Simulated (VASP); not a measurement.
Write the native input for VASP 6.6.1 that does the following.

| Property | Result |
| --- | --- |
| Task | single point |
| Functional | PBEsol |
| Potentials or basis | VASP PAW PBE potentials, release 64 (Ca_sv) |
| Cutoff | 520 eV |
| k mesh | 13 × 13 × 13 |
| Occupations | fermi-dirac, width 0.1 eV |
| Spin | no spin polarisation |
| Dipole correction | no |
| Further INCAR settings | ALGO = Normal; EDIFF = 1e-06; NBANDS = 11 |

The structure of Ca lies in POSCAR:

```
Ca
1.0
   -2.0695306009      2.0695306009      2.0695306009
    2.0695306009     -2.0695306009      2.0695306009
    2.0695306009      2.0695306009     -2.0695306009
Ca
1
Direct
    0.0000000000      0.0000000000      0.0000000000
```

This isn't the form of Ca at room conditions, which is fcc.

These files were run (other wordings do the same):

INCAR

```
ALGO = Normal ; EDIFF = 1E-6
ENCUT = 520 ; GGA = PS
ISIF = 2 ; ISMEAR = -1
LASPH = T ; LCHARG = T
LELF = T ; LREAL = F
LVHAR = T ; LWAVE = F
NBANDS = 11 ; NELM = 60
PREC = Accurate ; SIGMA = 0.1
```

KPOINTS

```
k-points
0
Gamma
  13 13 13
```

Potentials or basis: VASP PAW PBE potentials, release 64 (Ca_sv).

Run with:

```console
$ cat potpaw_PBE.64/Ca_sv/POTCAR > POTCAR
$ mpirun -np 1 vasp_std > vasp.out
```

Results of the run:

```
Pressure               : 2.8 GPa
Band gap on the k mesh : zero (bands 5 and 6 overlap by 0.39 eV)
```

Caveat: the PAW data sets were made with another functional, which shifts forces and pressure a little.

Run time: 51 s on 1 thread of Intel Xeon 8259CL, on a shared host, peak memory 0.17 GiB.
